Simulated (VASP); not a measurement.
# BN (gw) (R3m) in VASP: further runs, part 2 of 2

VASP 6.6.1. The steps go on from the part before.

## (3) G0W0 quasiparticle levels, PBEsol

Input file POSCAR:

```
BN
1.0
    0.0210070249      1.7965172858      1.7965172858
    1.7965172858      0.0210070249      1.7965172858
    1.7965172858      1.7965172858      0.0210070249
B N
1 1
Direct
    0.0001988472      0.0001988472      0.0001988472
    0.2498011528      0.2498011528      0.2498011528
```

Input file INCAR.step1:

```
SYSTEM = BN
ALGO     = Normal         ! electronic algorithm
EDIFF    = 1E-8           ! SCF threshold, eV
ENCUT    = 500            ! plane-wave cutoff, eV
GGA      = PS             ! functional
ISMEAR   = 0              ! smearing method
LASPH    = .TRUE.         ! aspherical terms in the spheres
LCHARG   = .FALSE.        ! write CHGCAR
LREAL    = .FALSE.        ! projectors in reciprocal space
LWAVE    = .TRUE.         ! write WAVECAR
NELM     = 100            ! most SCF steps
PREC     = Accurate       ! precision mode
SIGMA    = 0.01           ! smearing width, eV
```

Input file INCAR.step2:

```
SYSTEM = BN
ALGO     = Exact          ! electronic algorithm
EDIFF    = 1E-8           ! SCF threshold, eV
ENCUT    = 500            ! plane-wave cutoff, eV
GGA      = PS             ! functional
ISMEAR   = 0              ! smearing method
ISTART   = 1            
LASPH    = .TRUE.         ! aspherical terms in the spheres
LCHARG   = .FALSE.        ! write CHGCAR
LOPTICS  = .TRUE.         ! frequency-dependent dielectric function
LREAL    = .FALSE.        ! projectors in reciprocal space
LWAVE    = .TRUE.         ! write WAVECAR
NBANDS   = 66             ! bands
NELM     = 1              ! most SCF steps
PREC     = Accurate       ! precision mode
SIGMA    = 0.01           ! smearing width, eV
```

Input file INCAR.step3:

```
SYSTEM = BN
ALGO     = EVGW0          ! electronic algorithm
EDIFF    = 1E-8           ! SCF threshold, eV
ENCUT    = 500            ! plane-wave cutoff, eV
ENCUTGW  = 180.0          ! cutoff of the response function
GGA      = PS             ! functional
ISMEAR   = 0              ! smearing method
ISTART   = 1            
LASPH    = .TRUE.         ! aspherical terms in the spheres
LCHARG   = .FALSE.        ! write CHGCAR
LREAL    = .FALSE.        ! projectors in reciprocal space
LWAVE    = .FALSE.        ! write WAVECAR
NBANDS   = 66             ! bands
NBANDSGW = 12           
NELMGW   = 1            
NOMEGA   = 48             ! frequency points
PREC     = Accurate       ! precision mode
PRECFOCK = Fast         
SIGMA    = 0.01           ! smearing width, eV
```

Input file KPOINTS:

```
k-points
0
G
  6 6 6
  0 0 0
```

Potentials or basis: VASP PAW PBE potentials, release 64 (B_GW, N_GW).

Run with:

```console
> cat potpaw_PBE.64/B_GW/POTCAR potpaw_PBE.64/N_GW/POTCAR > POTCAR
> cp INCAR.step1 INCAR
> mpirun -np 1 vasp_std > vasp.out
> cp INCAR.step2 INCAR
> mpirun -np 1 vasp_std > vasp.out
> cp INCAR.step3 INCAR
> mpirun -np 1 vasp_std > vasp.out
```

OUTCAR:

```text
SYSTEM = BN
   EDIFF = 1E-8
   ENCUT = 500
   ENCUTGW = 180.0
   GGA = PS
   ISMEAR = 0
   ISTART = 1
   LASPH = .TRUE.
   LREAL = .FALSE.
   NELMGW = 1
   PREC = Accurate
   PRECFOCK = Fast

 ion  position               nearest neighbor table
   1  0.000  0.000  0.000-   2 1.54   2 1.54   2 1.54   2 1.56
   2  0.250  0.250  0.250-   1 1.54   1 1.54   1 1.54   1 1.56

  LATTYP: Found a trigonal (rhomboedric) cell.
 ALAT       =     2.5407459557
 COS(alpha) =     0.5116582141

  Lattice vectors:

 A1 = (   0.0210070249,   1.7965172858,   1.7965172858)
 A2 = (   1.7965172858,   0.0210070249,   1.7965172858)
 A3 = (   1.7965172858,   1.7965172858,   0.0210070249)

Analysis of symmetry for initial positions (statically):
=====================================================================
 Subroutine PRICEL returns:
 Original cell was already a primitive cell.

 Routine SETGRP: Setting up the symmetry group for a
 trigonal (rhombohedral) supercell.

 Subroutine GETGRP returns: Found  6 space group operations
 (whereof  6 operations were pure point group operations)
 out of a pool of 12 trial point group operations.

The static configuration has the point symmetry C_3v.

Analysis of symmetry for dynamics (positions and initial velocities):
=====================================================================
 Subroutine PRICEL returns:
 Original cell was already a primitive cell.

 Routine SETGRP: Setting up the symmetry group for a
 trigonal (rhombohedral) supercell.

 Subroutine GETGRP returns: Found  6 space group operations
 (whereof  6 operations were pure point group operations)
 out of a pool of 12 trial point group operations.

The dynamic configuration has the point symmetry C_3v.

 Subroutine INISYM returns: Found  6 space group operations
 (whereof  6 operations are pure point group operations),
 and found     1 'primitive' translations

----------------------------------------------------------------------------------------

                                     Primitive cell

  volume of cell :      11.3930

  direct lattice vectors                    reciprocal lattice vectors
     0.021007025  1.796517286  1.796517286    -0.283246072  0.279972301  0.279972301
     1.796517286  0.021007025  1.796517286     0.279972301 -0.283246072  0.279972301
     1.796517286  1.796517286  0.021007025     0.279972301  0.279972301 -0.283246072

  length of vectors
     2.540745956  2.540745956  2.540745956     0.486823701  0.486823701  0.486823701

  position of ions in fractional coordinates (direct lattice)
     0.000198847  0.000198847  0.000198847
     0.249801153  0.249801153  0.249801153

  ion indices of the primitive-cell ions
   primitive index   ion index
                 1           1
                 2           2

----------------------------------------------------------------------------------------

[... 25 lines left out ...]
            Coordinates               Weight
  0.000000  0.000000  0.000000      1.000000
  0.166667 -0.000000 -0.000000      6.000000
  0.333333  0.000000  0.000000      6.000000
  0.500000  0.000000  0.000000      3.000000
  0.166667  0.166667 -0.000000      6.000000
  0.333333  0.166667  0.000000     12.000000
[... 16 lines left out ...]
  0.500000  0.500000  0.166667      6.000000
 -0.333333  0.500000  0.166667     12.000000
 [... further k-points ...]
   k-points           NKPTS =     32   k-points in BZ     NKDIM =    216   number of bands    NBANDS=     66
   number of dos      NEDOS =    301   number of ions     NIONS =      2
   total plane-waves  NPLWV =   8000
   dimension x,y,z NGX =    20 NGY =   20 NGZ =   20
   dimension x,y,z NGXF=    40 NGYF=   40 NGZF=   40
   ions per type =               1   1
   NGX,Y,Z   is equivalent  to a cutoff of  13.09, 13.09, 13.09 a.u.
   NGXF,Y,Z  is equivalent  to a cutoff of  26.17, 26.17, 26.17 a.u.
 SYSTEM =  BN
   PREC   = accura    normal or accurate (medium, high low for compatibility)
   ISTART =      1    job   : 0-new  1-cont  2-samecut
   ICHARG =      0    charge: 1-file 2-atom 10-const
   ISPIN  =      1    spin polarized calculation?
   LNONCOLLINEAR =      F non collinear calculations
   LSORBIT =      F    spin-orbit coupling
   LASPH  =      T    aspherical Exc in radial PAW
   ENCUT  =  500.0 eV  36.75 Ry    6.06 a.u.   4.63  4.63  4.63*2*pi/ulx,y,z
   NELM   =     60;   NELMIN=  2; NELMDL=  0     # of ELM steps
   EDIFF  = 0.1E-07   stopping-criterion for ELM
   LREAL  =      F    real-space projection
   EDIFFG = 0.1E-06   stopping-criterion for IOM
   NSW    =      0    number of steps for IOM
   IBRION =     -1    ionic relax: 0-MD 1-quasi-New 2-CG
   NFREE  =      0    steps in history (QN), initial steepest desc. (CG)
   ISIF   =      0    stress and relaxation
   ISYM   =      3    0-nonsym 1-usesym 2-fastsym
   POTIM  = 0.5000    time-step for ionic-motion
   TEBEG  =    0.0;   TEEND  =   0.0 temperature during run
   PSTRESS=    0.0 pullay stress
   NELECT =       8.0000    total number of electrons
   NUPDOWN=      -1.0000    fix difference up-down
   EMIN   =  10.00;   EMAX   =-10.00  energy-range for DOS
   EFERMI =   0.00;   METHOD = LEGACY
   ISMEAR =     0;   SIGMA  =   0.01  broadening in eV -4-tet -1-fermi 0-gaus
   EFERMI_NEDOS =   21; number of points for ismear=-14 and -15
   IALGO  =     38    algorithm
   IMIX   =      4    mixing-type and parameters
     AMIX     =   0.40;   BMIX     =  1.00
     AMIX_MAG =   1.60;   BMIX_MAG =  1.00
  volume/ion in A,a.u.               =       5.70        38.44
  Fermi-wavevector in a.u.,A,eV,Ry     =   1.455096  2.749733 28.807676  2.117304
  Thomas-Fermi vector in A             =   2.572170
   LORBIT       =      0    0 simple, 1 ext, 2 COOP (PROOUT), +10 PAW based schemes
   GGA     = PS    functional components
   LHFCALC =     T    Hartree Fock is set to
   PRECFOCK=fast      Normal, Fast or Accurate (Low or Medium for compatibility)
   ENCUT4O =  -1.0   cutoff for four orbital integrals eV
   NKREDX  =     1    reduce k-point grid by
   NKREDY  =     1    reduce k-point grid by
   NKREDZ  =     1    reduce k-point grid by
   AEXX    =    1.0000 exact exchange contribution
   HFSCREEN=    0.0000 screening length (either q_TF or 0.3 A-1)
   HFSCREENC=   0.0000 screening length for correlation (either q_TF or 0.3 A-1)
   ENCUTFOCK=  -1.0 apply spherical cutoff to Coloumb kernel
   IVDW    =     0    specifies the selected vdW correction
   LEPSILON=     F    determine dielectric tensor
   LRPA    =     F    only Hartree local field effects (RPA)
   LRPAFORCE           =     F    calculate RPA forces
   ENCUTGW             = 180.0    cutoff for response function in eV
   ENCUTGWSOFT         = 144.0    soft cutoff for Coulomb kernel in GW response function in eV
   ENCUTLF             =  -1.0    cutoff for local field effects
   NELMGW              =     1    number of iterations in solving QP/BSE equation
   NELMHF              =     1    number of iterations in the inner HF iteration
   NKREDLFX            =     1    NKREDLFY  =   1   NKREDLFZ  =   1
 non-spin polarized calculation
 Gauss-broadening in eV      SIGMA  =   0.01
  energy-cutoff  :      500.00
  volume of cell :       11.39
 maximum number of plane-waves:       299
 NGX is ok and might be reduce to    20
  NGX = 12; NGY = 12; NGZ = 12
   NGX =  9   NGY =  9   NGZ =  9
 maximum number of plane-waves:        70

 QP shifts <psi_nk| G(iteration)W_0 |psi_nk>: iteration 1
 for sc-GW calculations column KS-energies equals QP-energies in previous step
 and V_xc(KS)=  KS-energies - (<T + V_ion + V_H > + <T+V_H+V_ion>^1  + <V_x>^1)

 k-point   1 :       0.0000    0.0000    0.0000
  band No.  KS-energies  QP-energies   sigma(KS)   V_xc(KS)     V^pw_x(r,r')   Z            occupation Imag(sigma)

      1     -12.8005     -14.8630     -18.1860     -15.5276     -26.6109       0.7759       2.0000       1.4736
      2       7.7909       6.8642     -19.3762     -18.2540     -21.8940       0.8257       2.0000       0.0931
      3       7.9157       6.9900     -19.4603     -18.3391     -22.0310       0.8256       2.0000       0.0946
      4       7.9157       6.9900     -19.4603     -18.3391     -22.0310       0.8256       2.0000       0.0946
      5      16.4290      17.7638     -12.3786     -13.9768      -7.2011       0.8352       0.0000      -0.1059
      6      16.9614      18.3346     -12.3551     -14.0020      -7.0999       0.8338       0.0000      -0.1087
      7      16.9614      18.3346     -12.3551     -14.0020      -7.0999       0.8338       0.0000      -0.1087
      8      18.8081      19.9652     -14.1016     -15.5228      -8.2983       0.8142       0.0000      -0.1371
      9      33.0649      33.7637     -10.9825     -11.8623      -3.3549       0.7944       0.0000      -0.6036
     10      36.0319      37.2806     -12.0965     -13.5871      -5.5560       0.8377       0.0000      -0.5780
     11      36.0319      37.2806     -12.0965     -13.5871      -5.5560       0.8377       0.0000      -0.5780
     12      36.2486      37.1502     -10.5403     -11.6246      -3.1578       0.8315       0.0000      -0.9343
[... 356 lines left out ...]
      1      -6.6734      -8.3959     -19.6944     -17.4071     -26.9335       0.7531       2.0000       0.6809
      2      -0.5822      -2.2324     -17.6745     -15.5705     -22.2274       0.7843       2.0000       0.2060
      3       1.3422      -0.0520     -17.3738     -15.6362     -21.1206       0.8024       2.0000       0.1503
      4       1.4760       0.0771     -17.4804     -15.7369     -21.2562       0.8024       2.0000       0.1500
      5      15.6164      16.6956     -12.9041     -14.1947      -8.0030       0.8361       0.0000      -0.1034
      6      20.0689      21.2347     -12.2198     -13.6219      -6.6291       0.8314       0.0000      -0.1285
      7      23.3427      24.8955     -13.3778     -15.3365      -6.4837       0.7928       0.0000      -0.2248
      8      25.1609      26.8048     -13.7506     -15.8448      -6.6102       0.7850       0.0000      -0.2559
      9      27.8840      29.5293     -14.4370     -16.5552      -6.8803       0.7768       0.0000      -0.3528
     10      34.3520      35.8994     -12.2313     -14.1642      -4.2827       0.8005       0.0000      -0.7662
     11      38.4589      39.6389     -11.8364     -13.2662      -4.2684       0.8253       0.0000      -0.9822
     12      41.8032      43.1933     -11.5688     -13.2572      -3.8904       0.8234       0.0000      -1.0900

 [... further k-points ...]
```

Wall time 3.7 min (1 thread of Intel Xeon 8259CL, shared host); peak memory 0.28 GiB.

What came out:

| Item | Value |
| --- | --- |
| Band gap on the k mesh, mean-field level | 4.27 eV, indirect (least direct gap 8.51 eV) |
| Quasiparticle gap | 6.02 eV |
| Least direct quasiparticle gap | 10.77 eV |

Levels at points of the mesh, in eV from the valence-band top:
```tsv
k point	band 2	band 3	band 4	band 5	band 6	band 7
(0.00, 0.00, 0.00)	-0.12	0.00	0.00	8.51	9.05	9.05
(0.50, 0.00, 0.00)	-11.15	-2.12	-2.10	10.29	10.72	10.88
(0.50, 0.50, 0.00)	-9.25	-5.28	-5.05	4.27	9.26	18.37
(0.50, 0.50, 0.50)	-11.22	-1.92	-1.92	10.86	10.93	10.93
```

Caveat: the k points lie up to 0.51 Å⁻¹ apart; bands, screening cutoff and mesh are small and nothing is extrapolated, so the quasiparticle values aren't converged.
